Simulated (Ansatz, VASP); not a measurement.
# Al: VASP beside Ansatz

Contents of POSCAR:

```
Al
1.0
    2.8102939202      0.0000000000      0.0000000000
    0.0000000000      2.8102939202      0.0000000000
    0.0000000000      0.0000000000      2.8102939202
Al
1
Direct
    0.0000000000      0.0000000000      0.0000000000
```

Contents of INCAR.step1:

```
PREC     = Accurate       # precision mode
ENCUT    = 520            # plane-wave cutoff, eV
ISMEAR   = -1             # smearing method
SIGMA    = 0.1            # smearing width, eV
LREAL    = F              # projectors in reciprocal space
LASPH    = T              # aspherical terms in the spheres
NELM     = 80             # most SCF steps
NBANDS   = 8              # bands
GGA      = PE             # functional
ALGO     = Normal         # electronic algorithm
EDIFF    = 1E-4           # SCF threshold, eV
LWAVE    = T              # write WAVECAR
LCHARG   = F              # write CHGCAR
```

INCAR.step2

```
PREC     = Accurate       # precision mode
ENCUT    = 520            # plane-wave cutoff, eV
EDIFF    = 1E-6           # SCF threshold, eV
ISMEAR   = -1             # smearing method
SIGMA    = 0.1            # smearing width, eV
LREAL    = F              # projectors in reciprocal space
LASPH    = T              # aspherical terms in the spheres
NELM     = 80             # most SCF steps
ALGO     = Normal         # electronic algorithm
ISIF     = 2              # what is computed and relaxed
LWAVE    = F              # write WAVECAR
LCHARG   = F              # write CHGCAR
METAGGA  = R2SCAN         # meta-GGA
LMIXTAU  = T            
NBANDS   = 8              # bands
ISTART   = 1
```

The input KPOINTS:

```
regular mesh
0
Gamma
  13 13 13
```

Input for Ansatz:

```yaml
crystal:
  lattice:
    - [2.8102939202, 0.0, 0.0]
    - [0.0, 2.8102939202, 0.0]
    - [0.0, 0.0, 2.8102939202]
  atoms:
    - { symbol: Al, position: [0.0, 0.0, 0.0] }
hamiltonian:
  xc: r2scan
  pseudopotentials:
    kind: paw
    azcp:
      Al: "pseudopotentials/Al.paw.azcp"
basis:
  ecutwfc: 500
  fft_grid_basis: typed
kpoints:
  mp_grid: { grid: [13, 13, 13], shift: [0, 0, 0] }
magnetization:
  spin_polarized: false
scf:
  occupations: { method: fermi_dirac, width: 0.1 }
  lower_state_search: "off"
output:
  stress: true
```

Alike in both runs: task single point; functional r2SCAN; k mesh 13 × 13 × 13; occupations fermi-dirac, width 0.1 eV; no spin polarisation.

|  | VASP | Ansatz |
| --- | --- | --- |
| version | VASP 6.6.1 | Ansatz 0.2.0 |
| potentials or method | VASP PAW PBE potentials, release 64 (Al), cutoff 520 eV | plane waves (500 eV) with PAW, scalar-relativistic |
| valence electrons in the cell | 3 | 3 |

|  | VASP | Ansatz | Ansatz less VASP |
| --- | --- | --- | --- |
| pressure (GPa) | -5.4 | -5.2 | +0.14 |

VASP's potentials were made for PBE, not for r2SCAN. With one functional, cell and mesh, what is left measures potentials, basis and numerics.
